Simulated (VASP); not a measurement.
# Pt (P2_1/m) in VASP: further runs

The runs below take Pt through single point, with LDA.

Program: VASP 6.6.1. These are calculated values, not measurements. Logs are shortened: lines on timing, memory, paths and dates and some standing lists are left out, and cuts for length are marked.

**1. The cell of the first run**

The structure is monoclinic, space group P2_1/m (No. 11). Conventional cell: a = 2.708 Å, b = 4.677 Å, c = 2.708 Å, α = 90.00°, β = 120.00°, γ = 90.00°. Within 3.6 Å of Pt (site symmetry m) lie 12 Pt at 2.71 to 2.88 Å.

**2. Single point, LDA (atoms displaced along a vibrational mode)**

Input file INCAR:

```
PREC = Accurate
ENCUT = 520
EDIFF = 1E-7
ISMEAR = 0
SIGMA = 0.15
LREAL = F
LASPH = T
NELM = 60
ALGO = Fast
ISIF = 2
LWAVE = F
LCHARG = T
LELF = T
LVHAR = T
NBANDS = 28
```

Input file KPOINTS:

```
Automatic mesh
0
Gamma
  18 18 6
```

Input file POSCAR:

```
Pt
1.0
    2.7082945870      0.0000000000      0.0000000000
   -1.3541472935      2.3454519133      0.0000000000
    0.0000000000      0.0000000000      9.3530207388
Pt
4
Direct
    0.6489515384      0.3555039008      0.3750000000
    0.6489515384      0.3555039008      0.8750000000
    0.3510484616      0.6444960992      0.1250000000
    0.3510484616      0.6444960992      0.6250000000
```

Potentials or basis: VASP PAW LDA potentials, release 64 (Pt).

Command:

```
> cat potpaw_LDA.64/Pt/POTCAR > POTCAR
> mpirun -np 1 vasp_std > vasp.out
```

OUTCAR:

```text
PREC = Accurate
   ENCUT = 520
   EDIFF = 1E-7
   ISMEAR = 0
   LREAL = F
   LASPH = T
   NELM = 60
   ISIF = 2

 ion  position               nearest neighbor table
   1  0.649  0.356  0.375-   3 2.71   4 2.71   3 2.86   4 2.86   3 2.88   4 2.88
   2  0.649  0.356  0.875-   3 2.71   4 2.71   3 2.86   4 2.86   3 2.88   4 2.88
   3  0.351  0.644  0.125-   1 2.71   2 2.71   1 2.86   2 2.86   1 2.88   2 2.88
   4  0.351  0.644  0.625-   1 2.71   2 2.71   1 2.86   2 2.86   1 2.88   2 2.88

  LATTYP: Found a hexagonal cell.
 ALAT       =     2.7082945870
 C/A-ratio  =     3.4534724486

  Lattice vectors:

 A1 = (   2.7082945870,   0.0000000000,   0.0000000000)
 A2 = (  -1.3541472935,   2.3454519133,   0.0000000000)
 A3 = (   0.0000000000,   0.0000000000,   9.3530207388)

Analysis of symmetry for initial positions (statically):
=====================================================================
 Subroutine PRICEL returns following result:

  LATTYP: Found a hexagonal cell.
 ALAT       =     2.7082945870
 C/A-ratio  =     1.7267362243

  Lattice vectors:

 A1 = (   2.7082945870,   0.0000000000,   0.0000000000)
 A2 = (  -1.3541472935,   2.3454519133,   0.0000000000)
 A3 = (   0.0000000000,   0.0000000000,   4.6765103694)

   2 primitive cells build up your supercell.

 Routine SETGRP: Setting up the symmetry group for a
 hexagonal supercell.

 Subroutine GETGRP returns: Found  4 space group operations
 (whereof  2 operations were pure point group operations)
 out of a pool of 24 trial point group operations.

The static configuration has the point symmetry S_2 .
 The point group associated with its full space group is C_2h.

Analysis of symmetry for dynamics (positions and initial velocities):
=====================================================================
 Subroutine PRICEL returns following result:

  LATTYP: Found a hexagonal cell.
 ALAT       =     2.7082945870
 C/A-ratio  =     1.7267362243

  Lattice vectors:

 A1 = (   2.7082945870,   0.0000000000,   0.0000000000)
 A2 = (  -1.3541472935,   2.3454519133,   0.0000000000)
 A3 = (   0.0000000000,   0.0000000000,   4.6765103694)

   2 primitive cells build up your supercell.

 Routine SETGRP: Setting up the symmetry group for a
 hexagonal supercell.

 Subroutine GETGRP returns: Found  4 space group operations
 (whereof  2 operations were pure point group operations)
[... 99 lines left out ...]
   LSORBIT =      F    spin-orbit coupling
   LASPH  =      T    aspherical Exc in radial PAW
   ENCUT  =  520.0 eV  38.22 Ry    6.18 a.u.   5.04  5.04 17.39*2*pi/ulx,y,z
   NELM   =     60;   NELMIN=  2; NELMDL= -5     # of ELM steps
   EDIFF  = 0.1E-06   stopping-criterion for ELM
   LREAL  =      F    real-space projection
   EDIFFG = 0.1E-05   stopping-criterion for IOM
   NSW    =      0    number of steps for IOM
   IBRION =     -1    ionic relax: 0-MD 1-quasi-New 2-CG
   NFREE  =      0    steps in history (QN), initial steepest desc. (CG)
   ISIF   =      2    stress and relaxation
   ISYM   =      2    0-nonsym 1-usesym 2-fastsym
   POTIM  = 0.5000    time-step for ionic-motion
   TEBEG  =    0.0;   TEEND  =   0.0 temperature during run
   PSTRESS=    0.0 pullay stress
   NELECT =      40.0000    total number of electrons
   NUPDOWN=      -1.0000    fix difference up-down
   EMIN   =  10.00;   EMAX   =-10.00  energy-range for DOS
   EFERMI =   0.00;   METHOD = LEGACY
   ISMEAR =     0;   SIGMA  =   0.15  broadening in eV -4-tet -1-fermi 0-gaus
   EFERMI_NEDOS =   21; number of points for ismear=-14 and -15
   IALGO  =     68    algorithm
   IMIX   =      4    mixing-type and parameters
     AMIX     =   0.40;   BMIX     =  1.00
     AMIX_MAG =   1.60;   BMIX_MAG =  1.00
  volume/ion in A,a.u.               =      14.85       100.23
  Fermi-wavevector in a.u.,A,eV,Ry     =   1.434840  2.711454 28.011198  2.058765
  Thomas-Fermi vector in A             =   2.554204
   LORBIT       =      0    0 simple, 1 ext, 2 COOP (PROOUT), +10 PAW based schemes
   GGA     = CA    functional components
   LHFCALC =     F    Hartree Fock is set to
   AEXX    =    0.0000 exact exchange contribution
   IVDW    =     0    specifies the selected vdW correction
   LEPSILON=     F    determine dielectric tensor
   LRPA    =     F    only Hartree local field effects (RPA)
 non-spin polarized calculation
 RMM-DIIS sequential band-by-band and
 Gauss-broadening in eV      SIGMA  =   0.15
  energy-cutoff  :      520.00
  volume of cell :       59.41
 maximum number of plane-waves:      1629
   NGX = 11   NGY = 11   NGZ = 35

 number of electron      39.9999997 magnetization

 Free energy of the ion-electron system (eV)
  ---------------------------------------------------
  ext. energy  EPLUGINS =         0.00000000
  ---------------------------------------------------
  free energy    TOTEN  =       -29.78752334 eV

  energy without entropy =      -29.71868233  energy(sigma->0) =      -29.75310283

 E-fermi :  11.4133     XC(G=0): -13.7700

 val. band max:       11.4124312258   @ k =   0.4444   0.4444   0.5000
 cond. band min:      11.4154217881   @ k =   0.2778   0.2222   0.0000
 fundamental gap:      0.0029905623
 Fermi energy:        11.4132819406

 k-point     1 :       0.0000    0.0000    0.0000
  band No.  band energies     occupation
      1       1.0199      2.00000
      2       2.8556      2.00000
      3       2.8556      2.00000
      4       3.7325      2.00000
      5       6.9351      2.00000
      6       6.9893      2.00000
[... 733 lines left out ...]
     27      18.8375      0.00000
     28      19.6131      0.00000

 [... further k-points ...]

------------------------ aborting loop because EDIFF is reached ----------------------------------------

  FORCE on cell =-STRESS in cart. coord.  units (eV):
  Direction    XX          YY          ZZ          XY          YZ          ZX
  --------------------------------------------------------------------------------------
  -------------------------------------------------------------------------------------
  Total        0.6020400      0.1548879      0.7590633     -0.4059591      0.0000000      0.0000000
  in kB       16.2353471      4.1768969     20.4698313    -10.9475896      0.0000000      0.0000000
  external PRESSURE =      13.6273584 kB  Pullay stress =       0.0000000 kB

 VOLUME and BASIS-vectors are now :
 -----------------------------------------------------------------------------
  energy-cutoff  :      520.00
  volume of cell :       59.41
      direct lattice vectors                 reciprocal lattice vectors
     2.708294587  0.000000000  0.000000000     0.369236052  0.213178534  0.000000000
    -1.354147294  2.345451913  0.000000000     0.000000000  0.426357068  0.000000000
     0.000000000  0.000000000  9.353020739     0.000000000  0.000000000  0.106917329

 POSITION                                       TOTAL-FORCE (eV/Angst)
 -----------------------------------------------------------------------------------
      1.27615      0.83382      3.50738         0.107468     -0.044445      0.000000
      1.27615      0.83382      8.18389         0.107468     -0.044445      0.000000
      0.07800      1.51163      1.16913        -0.107468      0.044445      0.000000
      0.07800      1.51163      5.84564        -0.107468      0.044445     -0.000000
 -----------------------------------------------------------------------------------
    total drift:                               -0.000000      0.000000     -0.000000

  FREE ENERGIE OF THE ION-ELECTRON SYSTEM (eV)
  ---------------------------------------------------
  free  energy   TOTEN  =       -29.7875233412 eV

  energy  without entropy=      -29.7186823257  energy(sigma->0) =      -29.75310283
```

OSZICAR:

```text
N       E                     dE             d eps       ncg     rms          rms(c)
DAV:   1     0.242865107988E+03    0.24287E+03   -0.20786E+04 36736   0.139E+03
DAV:   2    -0.241435699470E+02   -0.26701E+03   -0.25570E+03 40792   0.311E+02
DAV:   3    -0.314720354911E+02   -0.73285E+01   -0.71755E+01 42096   0.500E+01
[... 13 lines left out ...]
RMM:  17    -0.297875340817E+02    0.12877E-04   -0.64414E-06 53255   0.155E-02    0.113E-01
RMM:  18    -0.297875281214E+02    0.59603E-05   -0.24415E-06 41450   0.980E-03    0.726E-02
RMM:  19    -0.297875236628E+02    0.44586E-05   -0.74583E-06 55311   0.165E-02    0.197E-02
RMM:  20    -0.297875233670E+02    0.29587E-06   -0.41227E-07 34048   0.401E-03    0.557E-03
RMM:  21    -0.297875233412E+02    0.25767E-07   -0.17902E-07 20527   0.254E-03
   1 F= -.29787523E+02 E0= -.29753103E+02  d E =-.688410E-01
```

stdout:

```text
POSCAR found type information on POSCAR Pt
 POSCAR found :  1 types and       4 ions
 scaLAPACK will be used
 LDA part: xc-table for (Slater(with rela. corr.)+CA(PZ))
 , standard interpolation
 POSCAR, INCAR and KPOINTS ok, starting setup
 FFT: planning ... GRIDC
 FFT: planning ... GRID_SOFT
 FFT: planning ... GRID
 WAVECAR not read
 entering main loop
WARNING in EDDRMM: call to ZHEGV failed, returncode =   8  4     28
WARNING in EDDRMM: call to ZHEGV failed, returncode =   8  4     28
```

Wall time 10 min (1 thread of Intel Xeon 6975P-C (Granite Rapids), shared host); peak memory 0.78 GiB.

What came out:

```
Free energy            : -29.7875 eV
Pressure               : 1.4 GPa
Largest force          : 0.116 eV/Å
Band gap on the k mesh : zero (bands 20 and 21 overlap by 1.45 eV)
```

Forces on the atoms (eV/Å):
```
Pt   0.107 -0.044  0.000
Pt   0.107 -0.044  0.000
Pt  -0.107  0.044  0.000
Pt  -0.107  0.044  0.000
```

Caveat: the cell differs from its parent crystal (atoms displaced along a vibrational mode); spin-orbit coupling is left out, which moves the levels of the heavy elements.

(Part 1 of 2 ends here.)
